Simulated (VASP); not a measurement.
Here is a VASP 6.6.1 calculation.

Contents of INCAR:

```
SYSTEM = HgTe
PREC = Accurate
ENCUT = 520
EDIFF = 1E-6
ISMEAR = -1
SIGMA = 0.05
LREAL = .FALSE.
LASPH = .TRUE.
NELM = 80
ALGO = Normal
ISIF = 2
LWAVE = .FALSE.
LCHARG = .FALSE.
GGA = PE
ALDAC = 0.0
AGGAC = 0.0
NBANDS = 16
```

File KPOINTS:

```
regular mesh
0
G
  7 7 7
  0 0 0
```

POSCAR

```
HgTe
1.0
    0.0000000000      3.2145000000      3.2145000000
    3.2145000000      0.0000000000      3.2145000000
    3.2145000000      3.2145000000      0.0000000000
Hg Te
1 1
Direct
    0.0000000000      0.0000000000      0.0000000000
    0.7500000000      0.7500000000      0.7500000000
```

Potentials or basis: VASP PAW PBE potentials, release 64 (Hg, Te).

The run is started by

```bash
$ cat potpaw_PBE.64/Hg/POTCAR potpaw_PBE.64/Te/POTCAR > POTCAR
$ mpirun -np 1 vasp_std > vasp.out
```

Task: Predict the band gap on the k mesh.

Result: Zero (filled and empty bands touch).

Task: Estimate the pressure.

Result: 12.7 GPa.

Caveat: spin-orbit coupling is left out, which moves the levels of the heavy elements.
